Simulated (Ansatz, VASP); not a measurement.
# MgSnO2: VASP beside Ansatz

Contents of INCAR:

```
SYSTEM = MgSnO2
ALGO = Normal
EDIFF = 1E-7
EDIFFG = -0.01
ENCUT = 600
GGA = PE
IBRION = 2
ISIF = 3
ISMEAR = 0
LASPH = .TRUE.
LCHARG = .FALSE.
LREAL = .FALSE.
LWAVE = .FALSE.
NELM = 60
NSW = 100
PREC = Accurate
SIGMA = 0.02
```

KPOINTS

```
k-points
0
G
  8 8 6
  0 0 0
```

POSCAR

```
MgSnO2
1.0
    3.9001190015      0.0000000000      0.0000000000
    0.0000000000      3.9001190015      0.0000000000
    0.0000000000      0.0000000000      5.2764867646
Mg Sn O
1 1 2
Direct
    0.5000000000      0.5000000000      0.9009202067
    0.0000000000      0.0000000000      0.1980195197
    0.0000000000      0.5000000000      0.9905301368
    0.5000000000      0.0000000000      0.9905301368
```

Input for Ansatz:

```yaml
crystal:
  lattice:
    - [3.9001190015, 0.0, 0.0]
    - [0.0, 3.9001190015, 0.0]
    - [0.0, 0.0, 5.2764867646]
  atoms:
    - { symbol: Mg, position: [0.5, 0.5, 0.9009202067] }
    - { symbol: Sn, position: [0.0, 0.0, 0.1980195197] }
    - { symbol: O, position: [0.0, 0.5, 0.9905301368] }
    - { symbol: O, position: [0.5, 0.0, 0.9905301368] }
basis:
  ecutwfc: 420
kpoints:
  mp_grid: { grid: [8, 8, 6] }
hamiltonian:
  xc: pbe
scf:
  occupations: { method: gaussian, width: 0.02 }
output:
  forces: true
  stress: true
  eigenvalues: true
relax:
  adjacent_minimum: "off"
  f_tol: 0.01
  max_steps: 80
  cell: { stress_tol: 0.05 }
```

Alike in both runs: task relaxation of cell and atoms; functional PBE; k mesh 8 × 8 × 6; occupations gaussian, width 0.02 eV; no spin polarisation.

|  | VASP | Ansatz |
| --- | --- | --- |
| version | VASP 6.6.1 | Ansatz 0.2.0 |
| potentials or method | VASP PAW PBE potentials, release 64 (Mg, Sn_d, O), cutoff 600 eV | scalar-relativistic, plane waves, PAW |
| valence electrons in the cell | 28 | 36 |

Ansatz gave:

```
gap on the k mesh at the Fermi level, each at its own relaxed structure (eV) : 1.71
relaxed volume (Å³/atom)                                                     : 20.07
relaxed length of the cell vector where the two differ most in proportion (Å)              : 5.276
```

Estimate VASP's values.

gap on the k mesh at the Fermi level, each at its own relaxed structure (eV): 1.69; relaxed volume (Å³/atom): 19.75; relaxed length of the cell vector where the two differ most in proportion (Å): 5.206.

VASP's potentials hold 28 valence electrons a cell and Ansatz's 36, so a difference there can come from the potentials and not from the codes.
